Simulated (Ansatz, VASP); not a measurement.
WSe2: VASP beside Ansatz

```xyz
3
Lattice="4.2062 0.0000 0.0000 0.0000 4.2062 0.0000 0.0000 0.0000 4.3152" Properties=species:S:1:pos:R:3 pbc="T T T"
W     0.0000    0.0000    2.1576
Se    0.0000    0.0000    0.0000
Se    2.1031    2.1031    0.0000
```

Alike in both runs: task single point; functional PBE; k mesh 4 × 4 × 4; occupations gaussian, width 0.1 eV; collinear spin.

```csv
,VASP,Ansatz
version,VASP 6.6.1,Ansatz 0.2.0
potentials or method,"VASP PAW PBE potentials, release 64 (W_sv, Se), cutoff 500 eV","scalar-relativistic, plane waves, PAW"
valence electrons in the cell,26,46
```

|  | VASP | Ansatz | Ansatz less VASP |
| --- | --- | --- | --- |
| gap on the k mesh at the Fermi level (eV) | none | none | - |
| pressure (GPa) | 11.8 | 11.7 | -0.12 |
| traceless stress, the component that is largest in VASP (GPa) | 33.35 | 33.10 | -0.244 |
| net moment per atom (μB) | 0.00 | 0.00 | 0.000 |

A gap of «none» marks a metal or a gap that the smearing closes. VASP's potentials hold 26 valence electrons a cell and Ansatz's 46, so a difference there can come from the potentials and not from the codes. Ansatz's warnings: no starting moments.

The k mesh is coarse, so the values compare programs but aren't converged. Spin-orbit coupling is off throughout.
